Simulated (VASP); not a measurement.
# TiO2 (Pmma) in VASP: notebook

TiO2 is run at these levels: PBE; tasks: single point.

All numbers are computed with VASP 6.6.1; they aren't measurements. Logs are shortened: lines on timing, memory, paths and dates and some standing lists are left out, and cuts for length are marked.

## 1. The cell of the first run

Symmetry: Pmma, No. 51, orthorhombic system. Conventional cell: a = 3.799 Å, b = 3.799 Å, c = 9.397 Å, α = 90.00°, β = 90.00°, γ = 90.00°. Ti (site symmetry mm2) has 6 O at 1.95 to 2.00 Å within 2.6 Å. Within 2.3 Å of Ti (site symmetry mm2) lie 6 O at 1.70 to 2.00 Å. Within 2.6 Å of O (site symmetry mm2) lie 3 Ti at 1.95 to 2.00 Å and 2 O at 2.47 Å. O (site symmetry mm2) has 3 Ti at 1.95 to 2.00 Å and 2 O at 2.47 Å within 2.6 Å. O (site symmetry mm2) has 3 Ti at 1.95 to 2.00 Å and 2 O at 2.47 Å within 2.6 Å. O (site symmetry mm2) has 3 Ti at 1.70 to 1.95 Å and 2 O at 2.29 Å within 2.3 Å.

## 2. Single point, PBE

Contents of INCAR:

```
SYSTEM = TiO2
PREC = Accurate
ENCUT = 520
EDIFF = 1E-6
ISMEAR = 0
SIGMA = 0.05
LREAL = .FALSE.
LASPH = .TRUE.
NELM = 60
ALGO = Normal
ISIF = 2
LWAVE = .FALSE.
LCHARG = .FALSE.
GGA = PE
NBANDS = 60
```

Contents of KPOINTS:

```
Automatic mesh
0
G
  7 7 3
  0 0 0
```

Contents of POSCAR:

```
TiO2
1.0
   -3.7992225376      0.0000000000      0.0000000000
    0.0000000000     -3.7992225376      0.0000000000
    0.0000000000      0.0000000000      9.3968968543
Ti O
4 8
Direct
    0.0000000000      1.0000000000      0.6449533956
    0.5000000000      0.5000000000      0.1289906791
    0.5000000000      0.0000000000      0.3869720373
    0.0000000000      0.5000000000      0.9029347538
    0.0000000000      0.0000000000      0.8580529382
    0.5000000000      0.5000000000      0.3420902217
    0.5000000000      0.0000000000      0.6000715800
    0.0000000000      0.5000000000      0.0841088635
    0.5000000000      0.0000000000      0.1738724947
    0.0000000000      0.5000000000      0.6898352112
    0.0000000000      0.0000000000      0.4318538529
    0.5000000000      0.5000000000      0.9478165694
```

Potentials or basis: VASP PAW PBE potentials, release 64 (Ti_sv, O).

Started as:

```console
cat potpaw_PBE.64/Ti_sv/POTCAR potpaw_PBE.64/O/POTCAR > POTCAR
mpirun -np 1 vasp_std > vasp.out
```

OUTCAR:

```text
SYSTEM = TiO2
   PREC = Accurate
   ENCUT = 520
   EDIFF = 1E-6
   ISMEAR = 0
   LREAL = .FALSE.
   LASPH = .TRUE.
   NELM = 60
   ISIF = 2
   GGA = PE

 ion  position               nearest neighbor table
   1  0.000  0.000  0.645-   7 1.95  10 1.95  10 1.95   7 1.95   5 2.00  11 2.00
   2  0.500  0.500  0.129-  12 1.70   9 1.95   8 1.95   9 1.95   8 1.95   6 2.00   4 2.85   4 2.85

   3  0.500  0.000  0.387-   6 1.95  11 1.95   6 1.95  11 1.95   9 2.00   7 2.00
   4  0.000  0.500  0.903-   8 1.70   5 1.95  12 1.95   5 1.95  12 1.95  10 2.00   2 2.85   2 2.85

   5  0.000  0.000  0.858-   4 1.95   4 1.95   1 2.00
   6  0.500  0.500  0.342-   3 1.95   3 1.95   2 2.00
   7  0.500  0.000  0.600-   1 1.95   1 1.95   3 2.00
   8  0.000  0.500  0.084-   4 1.70   2 1.95   2 1.95
   9  0.500  0.000  0.174-   2 1.95   2 1.95   3 2.00
  10  0.000  0.500  0.690-   1 1.95   1 1.95   4 2.00
  11  0.000  0.000  0.432-   3 1.95   3 1.95   1 2.00
  12  0.500  0.500  0.948-   2 1.70   4 1.95   4 1.95

  LATTYP: Found a simple tetragonal cell.
 ALAT       =     3.7992225376
 C/A-ratio  =     2.4733736340

  Lattice vectors:

 A1 = (  -3.7992225376,   0.0000000000,   0.0000000000)
 A2 = (   0.0000000000,  -3.7992225376,   0.0000000000)
 A3 = (   0.0000000000,   0.0000000000,   9.3968968543)

Analysis of symmetry for initial positions (statically):
=====================================================================
 Subroutine PRICEL returns:
 Original cell was already a primitive cell.

 Routine SETGRP: Setting up the symmetry group for a
 simple tetragonal supercell.

 Subroutine GETGRP returns: Found  8 space group operations
 (whereof  4 operations were pure point group operations)
 out of a pool of 16 trial point group operations.

The static configuration has the point symmetry C_2v.
 The point group associated with its full space group is D_2h.

Analysis of symmetry for dynamics (positions and initial velocities):
=====================================================================
 Subroutine PRICEL returns:
 Original cell was already a primitive cell.

 Routine SETGRP: Setting up the symmetry group for a
 simple tetragonal supercell.

 Subroutine GETGRP returns: Found  8 space group operations
 (whereof  4 operations were pure point group operations)
 out of a pool of 16 trial point group operations.

[... 124 lines left out ...]
   NSW    =      0    number of steps for IOM
   IBRION =     -1    ionic relax: 0-MD 1-quasi-New 2-CG
   NFREE  =      0    steps in history (QN), initial steepest desc. (CG)
   ISIF   =      2    stress and relaxation
   ISYM   =      2    0-nonsym 1-usesym 2-fastsym
   POTIM  = 0.5000    time-step for ionic-motion
   TEBEG  =    0.0;   TEEND  =   0.0 temperature during run
   PSTRESS=    0.0 pullay stress
   NELECT =      96.0000    total number of electrons
   NUPDOWN=      -1.0000    fix difference up-down
   EMIN   =  10.00;   EMAX   =-10.00  energy-range for DOS
   EFERMI =   0.00;   METHOD = LEGACY
   ISMEAR =     0;   SIGMA  =   0.05  broadening in eV -4-tet -1-fermi 0-gaus
   EFERMI_NEDOS =   21; number of points for ismear=-14 and -15
   IALGO  =     38    algorithm
   IMIX   =      4    mixing-type and parameters
     AMIX     =   0.40;   BMIX     =  1.00
     AMIX_MAG =   1.60;   BMIX_MAG =  1.00
  volume/ion in A,a.u.               =      11.30        76.28
  Fermi-wavevector in a.u.,A,eV,Ry     =   1.458951  2.757017 28.960504  2.128537
  Thomas-Fermi vector in A             =   2.575575
   LORBIT       =      0    0 simple, 1 ext, 2 COOP (PROOUT), +10 PAW based schemes
   GGA     = PE    functional components
   LHFCALC =     F    Hartree Fock is set to
   AEXX    =    0.0000 exact exchange contribution
   IVDW    =     0    specifies the selected vdW correction
   LEPSILON=     F    determine dielectric tensor
   LRPA    =     F    only Hartree local field effects (RPA)
 non-spin polarized calculation
 Gauss-broadening in eV      SIGMA  =   0.05
  energy-cutoff  :      520.00
  volume of cell :      135.64
 maximum number of plane-waves:      3686
   NGX = 15   NGY = 15   NGZ = 35

 number of electron      95.9999981 magnetization

 Free energy of the ion-electron system (eV)
  ---------------------------------------------------
  ext. energy  EPLUGINS =         0.00000000
  ---------------------------------------------------
  free energy    TOTEN  =      -106.43893129 eV

  energy without entropy =     -106.43893129  energy(sigma->0) =     -106.43893129

 E-fermi :   3.8398     XC(G=0): -10.7288

 val. band max:        3.5718292441   @ k =   0.4286   0.4286   0.0000
 cond. band min:       5.4624140956   @ k =   0.0000   0.0000   0.0000
 fundamental gap:      1.8905848516
 Fermi energy:         3.8398459069

 k-point     1 :       0.0000    0.0000    0.0000
  band No.  band energies     occupation
      1     -52.8925      2.00000
      2     -52.8359      2.00000
      3     -52.8258      2.00000
      4     -52.8004      2.00000
      5     -29.6283      2.00000
      6     -29.2778      2.00000
[... 1501 lines left out ...]
     59       7.6073      0.00000
     60       7.7224      0.00000

 [... further k-points ...]
[... 5 lines left out ...]
  --------------------------------------------------------------------------------------
  -------------------------------------------------------------------------------------
  Total       10.0230871      0.6750171     22.8861511      0.0000000      0.0000000      0.0000000
  in kB      118.3963081      7.9735449    270.3394445      0.0000000      0.0000000      0.0000000
  external PRESSURE =     132.2364325 kB  Pullay stress =       0.0000000 kB

 VOLUME and BASIS-vectors are now :
 -----------------------------------------------------------------------------
  energy-cutoff  :      520.00
  volume of cell :      135.64
      direct lattice vectors                 reciprocal lattice vectors
    -3.799222538  0.000000000  0.000000000    -0.263211747  0.000000000  0.000000000
     0.000000000 -3.799222538  0.000000000     0.000000000 -0.263211747  0.000000000
     0.000000000  0.000000000  9.396896854     0.000000000  0.000000000  0.106418110

 POSITION                                       TOTAL-FORCE (eV/Angst)
 -----------------------------------------------------------------------------------
      0.00000      0.00000      6.06056         0.000000      0.000000     -0.225344
     -1.89961     -1.89961      1.21211         0.000000      0.000000      4.887124
     -1.89961      0.00000      3.63634         0.000000      0.000000      0.225344
      0.00000     -1.89961      8.48478         0.000000      0.000000     -4.887124
      0.00000      0.00000      8.06303         0.000000      0.000000      0.144259
     -1.89961     -1.89961      3.21459         0.000000      0.000000      0.633371
     -1.89961      0.00000      5.63881         0.000000      0.000000      0.099516
      0.00000     -1.89961      0.79036         0.000000      0.000000      5.503607
     -1.89961      0.00000      1.63386         0.000000      0.000000     -0.144259
      0.00000     -1.89961      6.48231         0.000000      0.000000     -0.633371
      0.00000      0.00000      4.05809         0.000000      0.000000     -0.099516
     -1.89961     -1.89961      8.90653         0.000000      0.000000     -5.503607
 -----------------------------------------------------------------------------------
    total drift:                               -0.000000     -0.000000     -0.000221

  FREE ENERGIE OF THE ION-ELECTRON SYSTEM (eV)
  ---------------------------------------------------
  free  energy   TOTEN  =      -106.4389312947 eV

  energy  without entropy=     -106.4389312947  energy(sigma->0) =     -106.43893129
```

stdout:

```text
POSCAR found type information on POSCAR TiO
 POSCAR found :  2 types and      12 ions
 scaLAPACK will be used
 LDA part: xc-table for (Slater+PW92), standard interpolation
 POSCAR, INCAR and KPOINTS ok, starting setup
 FFT: planning ... GRIDC
 FFT: planning ... GRID_SOFT
 FFT: planning ... GRID
 WAVECAR not read
 entering main loop
```

It took 3.6 min on 1 thread of AMD EPYC 9R45 (Zen 5), shared host; peak memory 0.3 GiB.

Results:

| Item | Value |
| --- | --- |
| Free energy | -106.4389 eV |
| Pressure | 13.2 GPa |
| Largest force | 5.504 eV/Å |
| Band gap on the k mesh | 1.89 eV, indirect (least direct gap 2.05 eV) |

Forces on the atoms (eV/Å):
```
Ti   0.000  0.000 -0.225
Ti   0.000  0.000  4.887
Ti   0.000  0.000  0.225
Ti   0.000  0.000 -4.887
O    0.000  0.000  0.144
O    0.000  0.000  0.633
O    0.000  0.000  0.100
O    0.000  0.000  5.504
O    0.000  0.000 -0.144
O    0.000  0.000 -0.633
O    0.000  0.000 -0.100
O    0.000  0.000 -5.504
```

Stress tensor (GPa, compression positive):
```
11.84  0.00  0.00
 0.00  0.80  0.00
 0.00  0.00 27.03
```

Levels at points of the mesh, in eV from the valence-band top:
| k point | band 44 | band 45 | band 46 | band 47 | band 48 | band 49 | band 50 | band 51 | band 52 | band 53 |
| --- | --- | --- | --- | --- | --- | --- | --- | --- | --- | --- |
| (0.00, 0.00, 0.00) | -0.81 | -0.79 | -0.48 | -0.19 | -0.15 | 1.89 | 2.37 | 2.46 | 2.81 | 3.65 |

Caveat: forces of over 1 eV/Å act on the atoms, so gaps and moduli don't describe the material at rest.

## 3. Single point, PBE

This run uses another cell than the first one, of 12.27 Å³/atom, 1.085 times its volume.

Contents of INCAR:

```
SYSTEM = TiO2
ALGO     = Normal         ! electronic algorithm
EDIFF    = 1E-6           ! SCF threshold, eV
ENCUT    = 520            ! plane-wave cutoff, eV
GGA      = PE             ! functional
ISIF     = 2              ! what is computed and relaxed
ISMEAR   = 0              ! smearing method
LASPH    = .True.         ! aspherical terms in the spheres
LCHARG   = .False.        ! write CHGCAR
LREAL    = .False.        ! projectors in reciprocal space
LWAVE    = .False.        ! write WAVECAR
NBANDS   = 60             ! bands
NELM     = 60             ! most SCF steps
PREC     = Accurate       ! precision mode
SIGMA    = 0.05           ! smearing width, eV
```

Contents of KPOINTS:

```
k-points
0
Gamma
  7 7 3
  0 0 0
```

Contents of POSCAR:

```
TiO2
1.0
   -3.7992225376      0.0000000000      0.0000000000
    0.0000000000     -3.7992225376      0.0000000000
    0.0000000000      0.0000000000     10.1968968543
Ti O
4 8
Direct
    0.0000000000      1.0000000000      0.5943534215
    0.5000000000      0.5000000000      0.1188706843
    0.5000000000      0.0000000000      0.3566120529
    0.0000000000      0.5000000000      0.8320947901
    0.0000000000      0.0000000000      0.7907341881
    0.5000000000      0.5000000000      0.3152514510
    0.5000000000      0.0000000000      0.5529928195
    0.0000000000      0.5000000000      0.0775100824
    0.5000000000      0.0000000000      0.1602312862
    0.0000000000      0.5000000000      0.6357140234
    0.0000000000      0.0000000000      0.3979726548
    0.5000000000      0.5000000000      0.8734553920
```

Potentials or basis: VASP PAW PBE potentials, release 64 (Ti_sv, O).

Started as:

```console
cat potpaw_PBE.64/Ti_sv/POTCAR potpaw_PBE.64/O/POTCAR > POTCAR
mpirun -np 1 vasp_std > vasp.out
```

Run time: 4 min. Hardware: 1 thread of Intel Xeon Platinum 8488C (Sapphire Rapids), shared host; peak memory 0.36 GiB.

The run converged. Its results:

- Free energy: -106.9820 eV
- Pressure: -4.9 GPa
- Largest force: 0.976 eV/Å
- Band gap on the k mesh: 1.80 eV, indirect (least direct gap 2.02 eV)

Forces in eV/Å, atoms in the order of the input:
```
Ti   0.000  0.000  0.140
Ti   0.000  0.000 -0.315
Ti   0.000  0.000 -0.140
Ti   0.000  0.000  0.315
O    0.000  0.000  0.027
O    0.000  0.000 -0.412
O    0.000  0.000 -0.062
O    0.000  0.000 -0.976
O    0.000  0.000 -0.027
O    0.000  0.000  0.412
O    0.000  0.000  0.062
O    0.000  0.000  0.976
```

Stress tensor (GPa, compression positive):
```
-8.59  0.00  0.00
 0.00  0.88  0.00
 0.00  0.00 -7.01
```

Levels at points of the mesh, in eV from the valence-band top:
```csv
k point,band 44,band 45,band 46,band 47,band 48,band 49,band 50,band 51,band 52,band 53
"(0.00, 0.00, 0.00)",-0.88,-0.70,-0.68,-0.47,-0.22,1.80,2.06,2.22,2.40,3.25
```

## 4. Single point, PBE

This run uses another cell than the first one, of 12.57 Å³/atom, 1.112 times its volume.

INCAR is that of step 3.

KPOINTS is that of step 3.

Contents of POSCAR:

```
TiO2
1.0
   -3.7992225376      0.0000000000      0.0000000000
    0.0000000000     -3.7992225376      0.0000000000
    0.0000000000      0.0000000000     10.4468968543
Ti O
4 8
Direct
    0.0000000000      1.0000000000      0.5801302165
    0.5000000000      0.5000000000      0.1160260433
    0.5000000000      0.0000000000      0.3480781299
    0.0000000000      0.5000000000      0.8121823031
    0.0000000000      0.0000000000      0.7718114832
    0.5000000000      0.5000000000      0.3077073100
    0.5000000000      0.0000000000      0.5397593966
    0.0000000000      0.5000000000      0.0756552234
    0.5000000000      0.0000000000      0.1563968632
    0.0000000000      0.5000000000      0.6205010364
    0.0000000000      0.0000000000      0.3884489498
    0.5000000000      0.5000000000      0.8525531231
```

Started as:

```console
cat potpaw_PBE.64/Ti_sv/POTCAR potpaw_PBE.64/O/POTCAR > POTCAR
mpirun -np 1 vasp_std > vasp.out
```

Run time: 3.8 min. Hardware: 1 thread of Intel Xeon Platinum 8488C (Sapphire Rapids), shared host; peak memory 0.36 GiB.

Results (log left out):

- Free energy: -106.5905 eV
- Pressure: -5.4 GPa
- Largest force: 0.846 eV/Å
- Band gap on the k mesh: 1.73 eV, indirect (least direct gap 2.01 eV)

Forces in eV/Å, atoms in the order of the input:
```
Ti   0.000  0.000  0.163
Ti   0.000  0.000  0.142
Ti   0.000  0.000 -0.163
Ti   0.000  0.000 -0.142
O    0.000  0.000  0.054
O    0.000  0.000 -0.491
O    0.000  0.000 -0.081
O    0.000  0.000 -0.846
O    0.000  0.000 -0.054
O    0.000  0.000  0.491
O    0.000  0.000  0.081
O    0.000  0.000  0.846
```

Stress tensor (GPa, compression positive):
```
-10.92   0.00   0.00
  0.00   1.01   0.00
  0.00   0.00  -6.40
```

Levels at points of the mesh, in eV from the valence-band top:
| k point | band 45 | band 46 | band 47 | band 48 | band 49 | band 50 | band 51 | band 52 |
| --- | --- | --- | --- | --- | --- | --- | --- | --- |
| (0.00, 0.00, 0.00) | -0.75 | -0.74 | -0.55 | -0.28 | 1.73 | 1.99 | 2.20 | 2.33 |

## 5. The runs side by side

| cell | gap on the mesh (eV) | pressure (GPa) | largest force (eV/Å) |
| --- | --- | --- | --- |
| a = 3.799, b = 3.799, c = 9.397 Å, 12 atoms | 1.89 | 13.2 | 5.50 |
| a = 3.799, b = 3.799, c = 10.197 Å, 12 atoms | 1.80 | -4.9 | 0.98 |
| a = 3.799, b = 3.799, c = 10.447 Å, 12 atoms | 1.73 | -5.4 | 0.85 |

Alike in all rows: task single point; level PBE; potentials or basis VASP PAW PBE potentials, release 64 (Ti_sv, O); no spin polarisation; k mesh 7 × 7 × 3; cutoff (eV) 520; smearing gaussian 0.05 eV.

Caveats: forces of over 1 eV/Å act on the atoms, so gaps and moduli don't describe the material at rest (some runs).

Total energies depend on the potentials used, so only differences within one code and one set of settings carry meaning.
